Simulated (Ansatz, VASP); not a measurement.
**GaN in VASP and in Ansatz**

Contents of INCAR:

```
SYSTEM = GaN
  PREC = Accurate
  ENCUT = 520
  EDIFF = 1E-6
  ISMEAR = -1
  SIGMA = 0.02
  LREAL = .False.
  LASPH = .True.
  NELM = 80
  ALGO = Normal
  ISIF = 2
  LWAVE = .False.
  LCHARG = .False.
  GGA = PE
  NBANDS = 16
```

File KPOINTS:

```
Automatic mesh
0
Gamma
  10 10 10
  0 0 0
```

Contents of POSCAR:

```
GaN
1.0
    0.0000000000      2.0874300820      2.0874300820
    2.0874300820      0.0000000000      2.0874300820
    2.0874300820      2.0874300820      0.0000000000
Ga N
1 1
Direct
    0.0000000000      0.0000000000      0.0000000000
    0.5000000000      0.5000000000      0.5000000000
```

Input for Ansatz:

```yaml
crystal:
  lattice:
    - [0.0, 2.087430082, 2.087430082]
    - [2.087430082, 0.0, 2.087430082]
    - [2.087430082, 2.087430082, 0.0]
  atoms:
    - { symbol: Ga, position: [0.0, 0.0, 0.0] }
    - { symbol: "N", position: [0.5, 0.5, 0.5] }
kpoints:
  mp_grid: { grid: [10, 10, 10] }
  band_path:
    path:
      - [0.0, 0.0, 0.0]
      - [0.5, 0.0, 0.5]
      - [0.625, 0.25, 0.625]
      - [0.375, 0.375, 0.75]
      - [0.5, 0.5, 0.5]
      - [0.5, 0.25, 0.75]
      - [0.0, 0.177083, -0.177083]
      - [0.0, 0.5, 0.5]
    npoints: 1
hamiltonian:
  xc: pbe
scf:
  occupations: { method: fermi_dirac, width: 0.02 }
  n_extra_bands: 4
output:
  forces: true
  stress: true
  eigenvalues: true
  write_density: true
  write_potential: true
  elf: true
  volumetric_format: npy
```

Change from the starting cell: hydrostatic strain -1.0%.

Alike in both runs: task single point; functional PBE; k mesh 10 × 10 × 10; occupations fermi-dirac, width 0.02 eV; no spin polarisation.

|  | VASP | Ansatz |
| --- | --- | --- |
| version | VASP 6.6.1 | Ansatz 0.2.0 |
| potentials or method | VASP PAW PBE potentials, release 64 (Ga_d, N) | plane waves, PAW |
| plane-wave cutoff (eV) | 520 | 420 |
| valence electrons in the cell | 18 | 18 |

VASP gave:

| Property | Result |
| --- | --- |
| gap on the k mesh at the Fermi level (eV) | 0.86 |
| pressure (GPa) | 17.1 |

Q: Estimate Ansatz's values.

A: gap on the k mesh at the Fermi level (eV): 0.87; pressure (GPa): 16.2.
